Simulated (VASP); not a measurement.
A run of VASP 6.6.1 is set up as follows.

The input INCAR:

```
SYSTEM = TiO2
PREC = Accurate
ENCUT = 520
EDIFF = 1E-7
ISMEAR = 0
SIGMA = 0.05
LREAL = .False.
LASPH = .True.
NELM = 150
ALGO = Normal
ISIF = 2
LWAVE = .False.
LCHARG = .False.
LMAXMIX = 4
LDAU = .True.
LDAUTYPE = 2
LDAUL = 2 -1
LDAUU = 4 0
LDAUJ = 0 0
LDAUPRINT = 1
GGA = PE
NBANDS = 33
```

KPOINTS

```
regular mesh
0
Gamma
  6 6 10
  0 0 0
```

The input POSCAR:

```
TiO2
1.0
    4.6403824120      0.0000000000      0.0000000000
    0.0000000000      4.6403824120      0.0000000000
    0.0000000000      0.0000000000      3.0063836717
Ti O
2 4
Direct
   -0.0646498442      0.0000000000      0.0000000000
    0.5000000000      0.5000000000      0.5000000000
    0.3056475955      0.3056475955      0.0000000000
    0.1943524045      0.8056475955      0.5000000000
    0.6943524045      0.6943524045      0.0000000000
    0.8056475955      0.1943524045      0.5000000000
```

Potentials or basis: VASP PAW PBE potentials, release 64 (Ti_sv, O).

Run with:

```console
$ cat potpaw_PBE.64/Ti_sv/POTCAR potpaw_PBE.64/O/POTCAR > POTCAR
$ mpirun -np 1 vasp_std > vasp.out
```

Q: What does it give for the pressure?

A: 8.9 GPa.

Q: Estimate the largest force.

A: 5.552 eV/Å.

Q: Predict the band gap on the k mesh.

A: 1.93 eV, indirect (least direct gap 2.01 eV).

Eigenvalues of the final occupation matrices:
| site | spin | trace | eigenvalues |
| --- | --- | --- | --- |
| site 1 d | 1 | 0.83 | 0.09 0.11 0.11 0.26 0.26 |
| site 1 d | 2 | 0.83 | 0.09 0.11 0.11 0.26 0.26 |
| site 2 d | 1 | 0.79 | 0.08 0.10 0.10 0.24 0.26 |
| site 2 d | 2 | 0.79 | 0.08 0.10 0.10 0.24 0.26 |

Caveat: the cell differs from its parent crystal (atom 1 (Ti) moved by (-0.300, +0.000) A along x and z); forces of over 1 eV/Å act on the atoms, so gaps and moduli don't describe the material at rest. A k mesh can miss the band edges.
